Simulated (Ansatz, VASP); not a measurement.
NaCl in VASP and in Ansatz

The input POSCAR:

```
NaCl
1.0
    0.0000000000      2.7984363333      2.7984363333
    2.7984363333      0.0000000000      2.7984363333
    2.7984363333      2.7984363333      0.0000000000
Na Cl
1 1
Direct
    0.0000000000      0.0000000000      0.0000000000
    0.5000000000      0.5000000000      0.5000000000
```

INCAR.step1

```
SYSTEM = NaCl
PREC = Accurate
ENCUT = 520
EDIFF = 1E-5
ISMEAR = 0
SIGMA = 0.02
LREAL = .FALSE.
LASPH = .TRUE.
NELM = 80
ALGO = Normal
ISIF = 2
LWAVE = .TRUE.
LCHARG = .FALSE.
NBANDS = 14
GGA = PE
```

INCAR.step2

```
SYSTEM = NaCl
PREC = Accurate
ENCUT = 520
EDIFF = 1E-6
ISMEAR = 0
SIGMA = 0.02
LREAL = .FALSE.
LASPH = .TRUE.
NELM = 80
ALGO = Normal
ISIF = 2
LWAVE = .FALSE.
LCHARG = .FALSE.
GGA = PE
LHFCALC = .TRUE.
HFSCREEN = 0.2079
PRECFOCK = Normal
NBANDS = 14
ISTART = 1
```

File KPOINTS:

```
regular mesh
0
G
  4 4 4
  0 0 0
```

Input for Ansatz:

```yaml
crystal:
  lattice:
    - [0.0, 2.7984363333, 2.7984363333]
    - [2.7984363333, 0.0, 2.7984363333]
    - [2.7984363333, 2.7984363333, 0.0]
  atoms:
    - { symbol: Na, position: [0.0, 0.0, 0.0] }
    - { symbol: Cl, position: [0.5, 0.5, 0.5] }
basis:
  ecutwfc: 420
kpoints:
  mp_grid: { grid: [4, 4, 4] }
hamiltonian:
  xc: hse06
scf:
  occupations: { method: gaussian, width: 0.02 }
output:
  forces: true
  stress: true
  eigenvalues: true
```

Alike in both runs: task single point; functional HSE06; k mesh 4 × 4 × 4; occupations gaussian, width 0.02 eV; no spin polarisation.

```csv
,VASP,Ansatz
version,VASP 6.6.1,Ansatz 0.2.0
potentials or method,"VASP PAW PBE potentials, release 64 (Na_pv, Cl), cutoff 520 eV","scalar-relativistic, plane waves, PAW"
valence electrons in the cell,14,16
```

|  | VASP | Ansatz | Ansatz less VASP |
| --- | --- | --- | --- |
| gap on the k mesh at the Fermi level (eV) | 6.57 | 6.58 | +0.009 |
| least direct gap on the mesh (eV) | 6.57 | 6.58 | +0.009 |
| pressure (GPa) | 0.9 | 0.8 | -0.03 |

VASP's potentials hold 14 valence electrons a cell and Ansatz's 16, so a difference there can come from the potentials and not from the codes. Ansatz's warnings: stress exchange threshold loose, stress scf threshold loose.

The k mesh is coarse, so the values compare programs but aren't converged.
